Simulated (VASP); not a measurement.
Here is a VASP 6.6.1 calculation.

Contents of INCAR:

```
SYSTEM = CdS
ALGO = Normal
EDIFF = 1E-6
ENCUT = 500
GGA = PS
GGA_COMPAT = .FALSE.
ISIF = 2
ISMEAR = 0
LASPH = .TRUE.
LCHARG = .TRUE.
LELF = .TRUE.
LREAL = .FALSE.
LVHAR = .TRUE.
LWAVE = .FALSE.
NBANDS = 16
NELM = 120
PREC = Accurate
SIGMA = 0.05
```

KPOINTS

```
k-points
0
G
  12 12 12
  0 0 0
```

Contents of POSCAR:

```
CdS
1.0
    0.0000000000      2.7548959464      2.7548959464
    2.7548959464      0.0000000000      2.7548959464
    2.7548959464      2.7548959464      0.0000000000
Cd S
1 1
Direct
    0.0000000000      0.0000000000      0.0000000000
    0.5000000000      0.5000000000      0.5000000000
```

Potentials or basis: VASP PAW PBE potentials, release 64 (Cd, S).

The run is started by

```bash
$ cat potpaw_PBE.64/Cd/POTCAR potpaw_PBE.64/S/POTCAR > POTCAR
$ mpirun -np 1 vasp_std > vasp.out
```

**Question.** What does it give for the band gap on the k mesh?

**Answer.** 0.13 eV (least direct gap 1.40 eV).

**Question.** What does it give for the pressure?

**Answer.** -4.1 GPa.

Caveat: the cell differs from its parent crystal (strained); the cell stands under tension; semilocal functionals underestimate gaps, and a narrow one can read as zero; the PAW data sets were made with another functional, which shifts forces and pressure a little. A k mesh can miss the band edges.
